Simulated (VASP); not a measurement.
Runs of VASP 6.6.1 on MnO. The structure is that of space group Pm-3m (No. 221), or close to it. The cells are those of the table. 

```csv
level,spin,cell,k mesh,cutoff (eV),grid for exact exchange (PRECFOCK),share of exact exchange,gap on the mesh (eV),pressure (GPa),moment (μB)
PBE,"collinear, ferromagnetic start","a = 2.708 Å, 2 atoms",10 × 10 × 10,520,-,-,none,5.7,4.61
PBE,"collinear, ferromagnetic start","a = 2.672 Å, 2 atoms",10 × 10 × 10,520,-,-,none,5.9,4.19
PBE,"collinear, ferromagnetic start","a = 2.654 Å, 2 atoms",10 × 10 × 10,520,-,-,none,5.8,3.95
PBEsol-based global hybrid,"collinear, ferromagnetic start","a = 2.719 Å, 2 atoms",5 × 5 × 5,520,Normal,0.25,2.43,0.5,(a)
PBE,"collinear, ferromagnetic start","a = 2.725 Å, 2 atoms",10 × 10 × 10,520,-,-,none,5.1,4.77
PBE,"collinear, ferromagnetic start","a = 2.618 Å, 2 atoms",10 × 10 × 10,600,-,-,none,(b),3.62
PBE,off,"a = 2.672 Å, 2 atoms",10 × 10 × 10,520,-,-,none,-28.1,-
PBE,"collinear, ferromagnetic start","a = 2.654 Å, 2 atoms",10 × 10 × 10,600,-,-,none,5.6,3.95
```

Alike in all rows: task single point; potentials or basis VASP PAW PBE potentials, release 64 (Mn_pv, O); smearing fermi-dirac 0.05 eV.

Question: Fill in the values left out.

Answer: (a) 5.00; (b) 8.8.

Caveats: some runs use coarse meshes; a cell with one magnetic atom can't hold antiferromagnetic order, which such compounds often take (some runs); semilocal functionals often make such compounds metallic where correlation or magnetic order opens a gap, which also shifts bond lengths (some runs); the PAW data sets were made with another functional, which shifts forces and pressure a little (some runs); an odd number of electrons without spin polarisation forces a metal (some runs); a magnetic or distorted state may lie lower (some runs).

A k mesh can miss the band edges.

A gap of «none» marks levels without a gap at the run's occupations.
